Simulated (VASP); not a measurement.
The system is Ir, a sheet with vacuum.

```xyz
1
Lattice="2.4525 0.0000 0.0000 0.0000 2.4525 0.0000 0.0000 0.0000 23.8000" Properties=species:S:1:pos:R:3 pbc="T T T"
Ir    0.0000    0.0000    7.0000
```

Program: VASP 6.6.1. Alike in all runs: task single point; level PBE; potentials or basis VASP PAW PBE potentials, release 64 (Ir); cell as given; smearing gaussian 0.1 eV. Hardware: 1 thread of Intel(R) Xeon(R) Platinum 8488C (Sapphire Rapids), with other jobs on the host.

Question: Order these runs on this cell by their wall time, lowest first.
A. spin collinear, ferromagnetic start; k mesh 22 × 22 × 1; cutoff (eV) 520
B. spin off; k mesh 8 × 8 × 1; cutoff (eV) 520
C. spin collinear, ferromagnetic start; k mesh 8 × 8 × 1; cutoff (eV) 400

Answer: B (16 s), C (53 s), A (280 s).
